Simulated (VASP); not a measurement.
# GaN (Fm-3m) in VASP: further runs

The runs below take GaN through single point, with r2SCAN.

Program: VASP 6.6.1. These are calculated values, not measurements. Logs are shortened: lines on timing, memory, paths and dates and some standing lists are left out, and cuts for length are marked.

## Step 1: The cell of the first run

The structure is cubic, space group Fm-3m (No. 225). Conventional cell: a = 4.189 Å, b = 4.189 Å, c = 4.189 Å, α = 90.00°, β = 90.00°, γ = 90.00°. Ga (site symmetry m-3m) has 6 N at 2.09 Å within 2.8 Å. N (site symmetry m-3m) has 6 Ga at 2.09 Å within 2.8 Å.

## Step 2: Single point, r2SCAN (9.19 Å³/atom)

POSCAR reads:

```
GaN
1.0
    0.0000000000      2.0943098339      2.0943098339
    2.0943098339      0.0000000000      2.0943098339
    2.0943098339      2.0943098339      0.0000000000
Ga N
1 1
Direct
    0.5000000000      0.5000000000      0.5000000000
    0.0000000000      0.0000000000      0.0000000000
```

INCAR.step1 reads:

```
PREC = Accurate
ENCUT = 1460
ISMEAR = 0
SIGMA = 0.05
LREAL = F
LASPH = T
NELM = 120
NBANDS = 16
GGA = PE
ALGO = Normal
EDIFF = 1E-5
LWAVE = T
LCHARG = F
GGA_COMPAT = F
```

INCAR.step2 reads:

```
PREC = Accurate
ENCUT = 1460
EDIFF = 1E-6
ISMEAR = 0
SIGMA = 0.05
LREAL = F
LASPH = T
NELM = 120
ALGO = Normal
ISIF = 2
LWAVE = F
LCHARG = F
METAGGA = R2SCAN
LMIXTAU = T
NBANDS = 16
ISTART = 1
GGA_COMPAT = F
```

KPOINTS reads:

```
regular mesh
0
Gamma
  10 10 10
```

Potentials or basis: VASP PAW PBE potentials, release 64 (Ga_d, N_h).

The run is started by

```bash
> cat potpaw_PBE.64/Ga_d/POTCAR potpaw_PBE.64/N_h/POTCAR > POTCAR
> cp INCAR.step1 INCAR
> mpirun -np 1 vasp_std > vasp.out
> cp INCAR.step2 INCAR
> mpirun -np 1 vasp_std > vasp.out
```

OUTCAR:

```text
PREC = Accurate
   ENCUT = 1460
   EDIFF = 1E-6
   ISMEAR = 0
   LREAL = F
   LASPH = T
   NELM = 120
   ISIF = 2
   METAGGA = R2SCAN
   ISTART = 1

 ion  position               nearest neighbor table
   1  0.500  0.500  0.500-   2 2.09   2 2.09   2 2.09   2 2.09   2 2.09   2 2.09
   2  0.000  0.000  0.000-   1 2.09   1 2.09   1 2.09   1 2.09   1 2.09   1 2.09

  LATTYP: Found a face centered cubic cell.
 ALAT       =     4.1886196678

  Lattice vectors:

 A1 = (   0.0000000000,   2.0943098339,   2.0943098339)
 A2 = (   2.0943098339,   0.0000000000,   2.0943098339)
 A3 = (   2.0943098339,   2.0943098339,   0.0000000000)

Analysis of symmetry for initial positions (statically):
=====================================================================
 Subroutine PRICEL returns:
 Original cell was already a primitive cell.

 Routine SETGRP: Setting up the symmetry group for a
 face centered cubic supercell.

 Subroutine GETGRP returns: Found 48 space group operations
 (whereof 48 operations were pure point group operations)
 out of a pool of 48 trial point group operations.

The static configuration has the point symmetry O_h .

Analysis of symmetry for dynamics (positions and initial velocities):
=====================================================================
 Subroutine PRICEL returns:
 Original cell was already a primitive cell.

 Routine SETGRP: Setting up the symmetry group for a
 face centered cubic supercell.

 Subroutine GETGRP returns: Found 48 space group operations
 (whereof 48 operations were pure point group operations)
 out of a pool of 48 trial point group operations.

The dynamic configuration has the point symmetry O_h .

 Subroutine INISYM returns: Found 48 space group operations
 (whereof 48 operations are pure point group operations),
 and found     1 'primitive' translations

----------------------------------------------------------------------------------------

                                     Primitive cell

  volume of cell :      18.3718

  direct lattice vectors                    reciprocal lattice vectors
     0.000000000  2.094309834  2.094309834    -0.238742134  0.238742134  0.238742134
     2.094309834  0.000000000  2.094309834     0.238742134 -0.238742134  0.238742134
     2.094309834  2.094309834  0.000000000     0.238742134  0.238742134 -0.238742134

  length of vectors
     2.961801371  2.961801371  2.961801371     0.413513507  0.413513507  0.413513507

  position of ions in fractional coordinates (direct lattice)
     0.500000000  0.500000000  0.500000000
     0.000000000  0.000000000  0.000000000

  ion indices of the primitive-cell ions
   primitive index   ion index
                 1           1
                 2           2

----------------------------------------------------------------------------------------

 KPOINTS: regular mesh

Automatic generation of k-mesh.
 Grid dimensions read from file:
 generate k-points for:   10   10   10

 Generating k-lattice:

  Cartesian coordinates                     Fractional coordinates (reciprocal lattice)
    -0.023874213  0.023874213  0.023874213     0.100000000  0.000000000  0.000000000
     0.023874213 -0.023874213  0.023874213     0.000000000  0.100000000  0.000000000
     0.023874213  0.023874213 -0.023874213     0.000000000  0.000000000  0.100000000

  Length of vectors
     0.041351351  0.041351351  0.041351351

  Shift w.r.t. Gamma in fractional coordinates (k-lattice)
     0.000000000  0.000000000  0.000000000

 Subroutine IBZKPT returns following result:
 ===========================================

 Found     47 irreducible k-points:

 Following reciprocal coordinates:
            Coordinates               Weight
  0.000000  0.000000  0.000000      1.000000
  0.100000  0.000000  0.000000      8.000000
  0.200000  0.000000  0.000000      8.000000
  0.300000  0.000000  0.000000      8.000000
  0.400000  0.000000  0.000000      8.000000
  0.500000  0.000000  0.000000      4.000000
[... 16 lines left out ...]
  0.300000  0.300000  0.000000      6.000000
  0.400000  0.300000  0.000000     24.000000
 [... further k-points ...]
   k-points           NKPTS =     47   k-points in BZ     NKDIM =     47   number of bands    NBANDS=     16
   number of dos      NEDOS =    301   number of ions     NIONS =      2
   total plane-waves  NPLWV =  64000
   dimension x,y,z NGX =    40 NGY =   40 NGZ =   40
   dimension x,y,z NGXF=    80 NGYF=   80 NGZF=   80
   ions per type =               1   1
   NGX,Y,Z   is equivalent  to a cutoff of  22.45, 22.45, 22.45 a.u.
   NGXF,Y,Z  is equivalent  to a cutoff of  44.90, 44.90, 44.90 a.u.
 SYSTEM =  unknown system
   PREC   = accura    normal or accurate (medium, high low for compatibility)
   ISTART =      1    job   : 0-new  1-cont  2-samecut
   ICHARG =      0    charge: 1-file 2-atom 10-const
   ISPIN  =      1    spin polarized calculation?
   LNONCOLLINEAR =      F non collinear calculations
   LSORBIT =      F    spin-orbit coupling
   LASPH  =      T    aspherical Exc in radial PAW
   ENCUT  = 1460.0 eV 107.31 Ry   10.36 a.u.   9.23  9.23  9.23*2*pi/ulx,y,z
   NELM   =    120;   NELMIN=  2; NELMDL=  0     # of ELM steps
   EDIFF  = 0.1E-05   stopping-criterion for ELM
   LREAL  =      F    real-space projection
   EDIFFG = 0.1E-04   stopping-criterion for IOM
   NSW    =      0    number of steps for IOM
   IBRION =     -1    ionic relax: 0-MD 1-quasi-New 2-CG
   NFREE  =      0    steps in history (QN), initial steepest desc. (CG)
   ISIF   =      2    stress and relaxation
   ISYM   =      2    0-nonsym 1-usesym 2-fastsym
   POTIM  = 0.5000    time-step for ionic-motion
   TEBEG  =    0.0;   TEEND  =   0.0 temperature during run
   PSTRESS=    0.0 pullay stress
   NELECT =      18.0000    total number of electrons
   NUPDOWN=      -1.0000    fix difference up-down
   EMIN   =  10.00;   EMAX   =-10.00  energy-range for DOS
   EFERMI =   0.00;   METHOD = LEGACY
   ISMEAR =     0;   SIGMA  =   0.05  broadening in eV -4-tet -1-fermi 0-gaus
   EFERMI_NEDOS =   21; number of points for ismear=-14 and -15
   IALGO  =     38    algorithm
   IMIX   =      4    mixing-type and parameters
     AMIX     =   0.40;   BMIX     =  1.00
     AMIX_MAG =   1.60;   BMIX_MAG =  1.00
  volume/ion in A,a.u.               =       9.19        61.99
  Fermi-wavevector in a.u.,A,eV,Ry     =   1.625978  3.072653 35.971155  2.643805
  Thomas-Fermi vector in A             =   2.719013
   LORBIT       =      0    0 simple, 1 ext, 2 COOP (PROOUT), +10 PAW based schemes
   METAGGA = R2SCAN    functional components
   LHFCALC =     F    Hartree Fock is set to
   AEXX    =    0.0000 exact exchange contribution
   IVDW    =     0    specifies the selected vdW correction
   LEPSILON=     F    determine dielectric tensor
   LRPA    =     F    only Hartree local field effects (RPA)
 non-spin polarized calculation
 Gauss-broadening in eV      SIGMA  =   0.05
  energy-cutoff  :     1460.00
  volume of cell :       18.37
 maximum number of plane-waves:      2346
 NGX is ok and might be reduce to    40
   NGX = 19   NGY = 19   NGZ = 19

 number of electron      18.0000001 magnetization

 Free energy of the ion-electron system (eV)
  ---------------------------------------------------
  ext. energy  EPLUGINS =         0.00000000
  ---------------------------------------------------
  free energy    TOTEN  =       -20.97078497 eV

  energy without entropy =      -20.97078497  energy(sigma->0) =      -20.97078497

 E-fermi :   8.6858     XC(G=0): -14.3407

 val. band max:        8.3424573150   @ k =  -0.2000   0.2000   0.0000
 cond. band min:       9.6616401338   @ k =   0.5000   0.5000   0.0000
 fundamental gap:      1.3191828188
 Fermi energy:         8.6858497377

 k-point     1 :       0.0000    0.0000    0.0000
  band No.  band energies     occupation
      1      -9.9728      2.00000
      2      -6.0014      2.00000
      3      -6.0014      2.00000
      4      -6.0014      2.00000
      5      -5.9276      2.00000
      6      -5.9276      2.00000
[... 8 lines left out ...]
     15      25.7100      0.00000
     16      25.7100      0.00000

 k-point     2 :       0.1000    0.0000    0.0000
  band No.  band energies     occupation
      1      -9.7713      2.00000
      2      -6.0101      2.00000
      3      -5.9939      2.00000
      4      -5.9939      2.00000
      5      -5.9405      2.00000
      6      -5.9404      2.00000
[... 8 lines left out ...]
     15      25.4976      0.00000
     16      25.5202      0.00000

 k-point     3 :       0.2000    0.0000    0.0000
  band No.  band energies     occupation
      1      -9.1882      2.00000
      2      -6.0392      2.00000
      3      -6.0392      2.00000
      4      -6.0342      2.00000
      5      -5.9085      2.00000
      6      -5.9085      2.00000
[... 8 lines left out ...]
     15      26.4815      0.00000
     16      26.4815      0.00000

 k-point     4 :       0.3000    0.0000    0.0000
  band No.  band energies     occupation
      1      -8.3044      2.00000
      2      -6.1196      2.00000
      3      -6.1196      2.00000
      4      -6.0725      2.00000
      5      -5.8431      2.00000
      6      -5.8431      2.00000
[... 8 lines left out ...]
     15      28.3885      0.00000
     16      28.3885      0.00000
[... 324 lines left out ...]
 k-point    22 :      -0.2000    0.2000    0.0000
  band No.  band energies     occupation
      1      -8.1692      2.00000
      2      -6.1198      2.00000
      3      -6.1044      2.00000
      4      -6.0423      2.00000
      5      -5.8879      2.00000
      6      -5.6417      2.00000
[... 8 lines left out ...]
     15      28.7614      0.00000
     16      30.8301      0.00000

 k-point    23 :       0.3000    0.3000    0.0000
  band No.  band energies     occupation
      1      -8.3738      2.00000
      2      -6.1244      2.00000
      3      -5.8510      2.00000
      4      -5.8253      2.00000
      5      -5.8253      2.00000
      6      -5.5224      2.00000
[... 8 lines left out ...]
     15      33.5950      0.00000
     16      35.6880      0.00000

 k-point    24 :       0.4000    0.3000    0.0000
  band No.  band energies     occupation
      1      -8.1508      2.00000
      2      -6.1394      2.00000
      3      -5.8847      2.00000
      4      -5.8130      2.00000
      5      -5.7598      2.00000
      6      -4.8952      2.00000
[... 8 lines left out ...]
     15      34.5349      0.00000
     16      36.2538      0.00000

 [... further k-points ...]
[... 5 lines left out ...]
  --------------------------------------------------------------------------------------
  -------------------------------------------------------------------------------------
  Total        0.7219628      0.7219628      0.7219628      0.0000000      0.0000000      0.0000000
  in kB       62.9611430     62.9611430     62.9611430      0.0000000      0.0000000      0.0000000
  external PRESSURE =      62.9611430 kB  Pullay stress =       0.0000000 kB

 VOLUME and BASIS-vectors are now :
 -----------------------------------------------------------------------------
  energy-cutoff  :     1460.00
  volume of cell :       18.37
      direct lattice vectors                 reciprocal lattice vectors
     0.000000000  2.094309834  2.094309834    -0.238742134  0.238742134  0.238742134
     2.094309834  0.000000000  2.094309834     0.238742134 -0.238742134  0.238742134
     2.094309834  2.094309834  0.000000000     0.238742134  0.238742134 -0.238742134

 POSITION                                       TOTAL-FORCE (eV/Angst)
 -----------------------------------------------------------------------------------
      2.09431      2.09431      2.09431        -0.000000      0.000000      0.000000
      0.00000      0.00000      0.00000         0.000000     -0.000000     -0.000000
 -----------------------------------------------------------------------------------
    total drift:                               -0.000000     -0.000000      0.000000

  FREE ENERGIE OF THE ION-ELECTRON SYSTEM (eV)
  ---------------------------------------------------
  free  energy   TOTEN  =       -20.9707849665 eV

  energy  without entropy=      -20.9707849665  energy(sigma->0) =      -20.97078497
```

Run time: 3.1 min. Hardware: 1 thread of AMD EPYC 9R45 (Zen 5), shared host; peak memory 0.28 GiB.

What came out:

| Quantity | Value |
| --- | --- |
| Free energy | -20.9708 eV |
| Pressure | 6.3 GPa |
| Band gap on the k mesh | 1.32 eV (least direct gap 3.68 eV) |

Levels at points of the mesh, in eV from the valence-band top:
```
           k point  band 7  band 8  band 9  band 10  band 11  band 12
(0.00, 0.00, 0.00)   -0.53   -0.53   -0.53     3.15    15.65    15.65
(0.50, 0.00, 0.00)   -8.47   -0.15   -0.15     5.52    10.01    10.01
(0.50, 0.50, 0.00)   -7.41   -3.19   -3.19     1.32     8.56    13.37
```

Caveat: the cell stands under pressure; the PAW data sets were made with another functional, which shifts forces and pressure a little.

## Step 3: Single point, r2SCAN (8.86 Å³/atom)

This run uses another cell than the first one, of 8.86 Å³/atom.

POSCAR reads:

```
GaN
1.0
    0.0000000000      2.0692100263      2.0692100263
    2.0692100263      0.0000000000      2.0692100263
    2.0692100263      2.0692100263      0.0000000000
Ga N
1 1
Direct
    0.5000000000      0.5000000000      0.5000000000
    0.0000000000      0.0000000000      0.0000000000
```

INCAR.step1 reads:

```
PREC = Accurate
ENCUT = 1460
ISMEAR = 0
SIGMA = 0.05
LREAL = False
LASPH = True
NELM = 120
NBANDS = 16
GGA = PE
ALGO = Normal
EDIFF = 1E-5
LWAVE = True
LCHARG = False
GGA_COMPAT = False
```

INCAR.step2 reads:

```
PREC = Accurate
ENCUT = 1460
EDIFF = 1E-6
ISMEAR = 0
SIGMA = 0.05
LREAL = False
LASPH = True
NELM = 120
ALGO = Normal
ISIF = 2
LWAVE = False
LCHARG = False
METAGGA = R2SCAN
LMIXTAU = True
NBANDS = 16
ISTART = 1
GGA_COMPAT = False
```

KPOINTS reads:

```
Automatic mesh
0
Gamma
  10 10 10
```

Potentials or basis: VASP PAW PBE potentials, release 64 (Ga_d, N_h).

The run is started by

```bash
> cat potpaw_PBE.64/Ga_d/POTCAR potpaw_PBE.64/N_h/POTCAR > POTCAR
> cp INCAR.step1 INCAR
> mpirun -np 1 vasp_std > vasp.out
> cp INCAR.step2 INCAR
> mpirun -np 1 vasp_std > vasp.out
```

Run time: 3.1 min. Hardware: 1 thread of Intel Xeon Platinum 8259CL at 2.50GHz (Skylake/Cascade Lake), shared host; peak memory 0.26 GiB.

It converged, with:

| Property | Result |
| --- | --- |
| Free energy | -20.9231 eV |
| Pressure | 17.0 GPa |
| Band gap on the k mesh | 1.57 eV (least direct gap 4.18 eV) |

Levels at points of the mesh, in eV from the valence-band top:
| k point | band 6 | band 7 | band 8 | band 9 | band 10 | band 11 | band 12 | band 13 |
| --- | --- | --- | --- | --- | --- | --- | --- | --- |
| (0.00, 0.00, 0.00) | -14.25 | -0.58 | -0.58 | -0.58 | 3.61 | 15.87 | 15.87 | 15.87 |
| (0.50, 0.00, 0.00) | -14.07 | -8.66 | -0.15 | -0.15 | 5.69 | 10.24 | 10.24 | 11.26 |
| (0.50, 0.50, 0.00) | -11.35 | -7.71 | -3.34 | -3.34 | 1.57 | 8.61 | 13.77 | 16.58 |

Caveat: the cell stands under pressure; the PAW data sets were made with another functional, which shifts forces and pressure a little. A k mesh can miss the band edges.

## Step 4: Single point, r2SCAN (9.56 Å³/atom)

This run uses another cell than the first one, of 9.56 Å³/atom.

POSCAR reads:

```
GaN
1.0
    0.0000000000      2.1224247302      2.1224247302
    2.1224247302      0.0000000000      2.1224247302
    2.1224247302      2.1224247302      0.0000000000
Ga N
1 1
Direct
    0.5000000000      0.5000000000      0.5000000000
    0.0000000000      0.0000000000      0.0000000000
```

INCAR.step1 reads:

```
SYSTEM = GaN
ALGO = Normal
EDIFF = 1E-5
ENCUT = 1460
GGA = PE
GGA_COMPAT = .False.
ISMEAR = 0
LASPH = .True.
LCHARG = .False.
LREAL = .False.
LWAVE = .True.
NBANDS = 16
NELM = 120
PREC = Accurate
SIGMA = 0.05
```

INCAR.step2 reads:

```
SYSTEM = GaN
ALGO = Normal
EDIFF = 1E-6
ENCUT = 1460
GGA_COMPAT = .False.
ISIF = 2
ISMEAR = 0
ISTART = 1
LASPH = .True.
LCHARG = .False.
LMIXTAU = .True.
LREAL = .False.
LWAVE = .False.
METAGGA = R2SCAN
NBANDS = 16
NELM = 120
PREC = Accurate
SIGMA = 0.05
```

KPOINTS reads:

```
k-points
0
Gamma
  10 10 10
  0 0 0
```

The run is started by

```bash
> cat potpaw_PBE.64/Ga_d/POTCAR potpaw_PBE.64/N_h/POTCAR > POTCAR
> cp INCAR.step1 INCAR
> mpirun -np 1 vasp_std > vasp.out
> cp INCAR.step2 INCAR
> mpirun -np 1 vasp_std > vasp.out
```

Wall time 2.2 min (1 thread of Intel Xeon Platinum 8488C (Sapphire Rapids), shared host); peak memory 0.3 GiB.

It converged, with:

```yaml
Free_energy: -20.9768 eV
Pressure: -3.7 GPa
Band_gap_on_the_k_mesh: 1.05 eV (least direct gap 3.15 eV)
```

Levels at points of the mesh, in eV from the valence-band top:
```tsv
k point	band 6	band 7	band 8	band 9	band 10	band 11	band 12	band 13
(0.00, 0.00, 0.00)	-14.30	-0.48	-0.48	-0.48	2.66	15.40	15.40	15.40
(0.50, 0.00, 0.00)	-14.16	-8.25	-0.15	-0.15	5.33	9.76	9.76	10.16
(0.50, 0.50, 0.00)	-11.57	-7.10	-3.04	-3.04	1.05	8.51	12.94	15.51
```

Caveat: the cell stands under tension; the PAW data sets were made with another functional, which shifts forces and pressure a little.

## Step 5: The runs side by side

```tsv
cell	gap on the mesh (eV)	pressure (GPa)
a = 2.962 Å, angles 60.0°, 2 atoms	1.32	6.3
a = 2.926 Å, angles 60.0°, 2 atoms	1.57	17.0
a = 3.002 Å, angles 60.0°, 2 atoms	1.05	-3.7
```

Alike in all rows: task single point; level r2SCAN; potentials or basis VASP PAW PBE potentials, release 64 (Ga_d, N_h); no spin polarisation; k mesh 10 × 10 × 10; cutoff (eV) 1460; smearing gaussian 0.05 eV.

Caveats: the PAW data sets were made with another functional, which shifts forces and pressure a little; the cell stands under pressure (at least some runs); the cell stands under tension (at least some runs).

Absolute energies hang on the potentials; compare differences alone.
